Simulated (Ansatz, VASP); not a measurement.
# Two plane-wave programs on Cu2Ni3

```
CELL_PARAMETERS angstrom
2.50571 0.00000 0.00000
-1.25285 2.17001 0.00000
0.00000 0.00000 20.76149
ATOMIC_POSITIONS crystal
Cu 0.33333 0.66667 0.05143
Cu 0.33333 0.66667 0.64959
Cu 0.66667 0.33333 0.94857
Cu 0.66667 0.33333 0.35041
Ni 0.33333 0.66667 0.84771
Ni 0.33333 0.66667 0.24941
Ni 0.33333 0.66667 0.45143
Ni 0.66667 0.33333 0.15229
Ni 0.66667 0.33333 0.54857
Ni 0.66667 0.33333 0.75059
```

Alike in both runs: task single point; functional PBE; k mesh 12 × 12 × 1; occupations gaussian, width 0.2 eV; collinear spin.

|  | VASP | Ansatz |
| --- | --- | --- |
| version | VASP 6.6.1 | Ansatz 0.2.0 |
| potentials or method | VASP PAW PBE potentials, release 64 (Cu, Ni), cutoff 520 eV | scalar-relativistic, plane waves, PAW |
| valence electrons in the cell | 104 | 184 |

VASP gave:

- gap on the k mesh at the Fermi level (eV): none
- pressure (GPa): 0.4
- traceless stress, the component that is largest in VASP (GPa): -0.38
- rms of the force components (eV/Å): 0.012
- net moment per atom (μB): 0.29
- size of the moment on the site where the two differ most (μB): 0.46

Estimate Ansatz's values.

gap on the k mesh at the Fermi level (eV): none; pressure (GPa): 0.2; traceless stress, the component that is largest in VASP (GPa): -0.38; rms of the force components (eV/Å): 0.010; net moment per atom (μB): 0.30; size of the moment on the site where the two differ most (μB): 0.51.

Site moments also hang on the region over which each program counts them. Atom by atom the forces differ by 0.003 eV/Å (rms over components). A gap of «none» marks a metal or a gap that the smearing closes. VASP's potentials hold 104 valence electrons a cell and Ansatz's 184, so a difference there can come from the potentials and not from the codes.
